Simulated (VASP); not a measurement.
# BaS: single point with PBE0

Crystal: BaS.

```
CELL_PARAMETERS angstrom
0.00000 3.12855 3.12855
3.12855 0.00000 3.12855
3.12855 3.12855 0.00000
ATOMIC_POSITIONS crystal
Ba 0.00000 0.00000 0.00000
S 0.50000 0.50000 0.50000
```

```
Program                            : VASP 6.6.1
Task                               : single point
Functional                         : PBE0
Potentials or basis                : VASP PAW PBE potentials, release 64 (Ba_sv, S)
Cutoff                             : 520 eV
k mesh                             : 4 × 4 × 4
Occupations                        : fermi-dirac, width 0.05 eV
Spin                               : no spin polarisation
Dipole correction                  : no
Grid for exact exchange (PRECFOCK) : Normal
Further INCAR settings             : ALGO = Normal; EDIFF = 1e-06; NBANDS = 15
Share of exact exchange            : 0.25
```

| Property | Result |
| --- | --- |
| Pressure | 4.3 GPa |
| Band gap on the k mesh | 3.62 eV (least direct gap 3.74 eV) |

Levels at points of the mesh, in eV from the valence-band top:
```
           k point  band 5  band 6  band 7  band 8  band 9  band 10  band 11  band 12
(0.00, 0.00, 0.00)  -11.59    0.00    0.00    0.00    5.62     5.66     5.66     5.66
(0.50, 0.00, 0.00)   -9.68   -2.27   -1.32   -1.32    7.57     7.69     8.57     8.57
(0.50, 0.50, 0.00)  -11.50   -0.52   -0.12   -0.12    3.62     8.02     8.35     9.94
```

Run time: 9.9 min on 1 thread of AMD EPYC 7R13 Processor (Zen 3) (shared host), peak memory 0.19 GiB.

Caveat: the k points lie up to 0.43 Å⁻¹ apart; the PAW data sets were made with another functional, which shifts forces and pressure a little; spin-orbit coupling is left out, which moves the levels of the heavy elements. A k mesh can miss the band edges.
